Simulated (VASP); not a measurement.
A run of VASP 6.6.1:

File INCAR:

```
PREC = Accurate ; ENCUT = 520
EDIFF = 1E-8 ; ISMEAR = -1
SIGMA = 0.03 ; LREAL = F
LASPH = T ; NELM = 60
ALGO = Normal ; ISIF = 2
LWAVE = F ; LCHARG = F
LEFG = T ; NBANDS = 21
```

The input KPOINTS:

```
regular mesh
0
Gamma
  7 7 7
```

The input POSCAR:

```
PbF2
1.0
    0.0000000000      2.9995485000      2.9698500000
    2.9995485000      0.0000000000      2.9698500000
    2.9995485000      2.9995485000      0.0000000000
Pb F
1 2
Direct
    0.0000000000      0.0000000000      0.0000000000
    0.2500000000      0.2500000000      0.2500000000
    0.7500000000      0.7500000000      0.7500000000
```

Potentials or basis: VASP PAW LDA potentials, release 64 (Pb_d, F).

The run is started by

```console
$ cat potpaw_LDA.64/Pb_d/POTCAR potpaw_LDA.64/F/POTCAR > POTCAR
$ mpirun -np 1 vasp_std > vasp.out
```

Hardware: 1 thread of Intel(R) Xeon(R) Platinum 8259CL CPU @ 2.50GHz (Skylake/Cascade Lake), on a shared host.

**Question.** Estimate the wall time of this run.

**Answer.** Wall time 30 s on 1 thread of Intel(R) Xeon(R) Platinum 8259CL CPU @ 2.50GHz (Skylake/Cascade Lake) (shared host), peak memory 0.17 GiB. Counts: scf iterations 15, k points 40.
